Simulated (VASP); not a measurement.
Set up this calculation in VASP 6.6.1, as the native input.

- Task: single point
- Functional: PBE
- Potentials or basis: VASP PAW PBE potentials, release 64 (I, Cu)
- Cutoff: 520 eV
- k mesh: 8 × 8 × 8
- Occupations: gaussian, width 0.03 eV
- Spin: no spin polarisation
- Dipole correction: no
- Further INCAR settings: ALGO = Normal; EDIFF = 1e-07; NBANDS = 16

The structure of CuI lies in POSCAR:

```
CuI
1.0
    0.0000000000      3.0315000000      3.0315000000
    3.0315000000      0.0000000000      3.0315000000
    3.0315000000      3.0315000000      0.0000000000
I Cu
1 1
Direct
    0.0000000000      0.0000000000      0.0000000000
    0.7500000000      0.7500000000      0.7500000000
```

The input as run:

INCAR

```
SYSTEM = CuI
PREC = Accurate
ENCUT = 520
EDIFF = 1E-7
ISMEAR = 0
SIGMA = 0.03
LREAL = .False.
LASPH = .True.
NELM = 100
ALGO = Normal
ISIF = 2
LWAVE = .False.
LCHARG = .True.
GGA = PE
LELF = .True.
LVHAR = .True.
NBANDS = 16
```

KPOINTS

```
Automatic mesh
0
Gamma
  8 8 8
  0 0 0
```

Potentials or basis: VASP PAW PBE potentials, release 64 (I, Cu).

Launch:

```console
$ cat potpaw_PBE.64/I/POTCAR potpaw_PBE.64/Cu/POTCAR > POTCAR
$ mpirun -np 1 vasp_std > vasp.out
```

Results of the run:

```
Pressure               : 0.3 GPa
Band gap on the k mesh : 1.14 eV
```

Caveat: spin-orbit coupling is left out, which moves the levels of the heavy elements.

Wall time 45 s on 1 thread of Intel Xeon 8259CL, with other jobs on the host, peak memory 0.18 GiB.
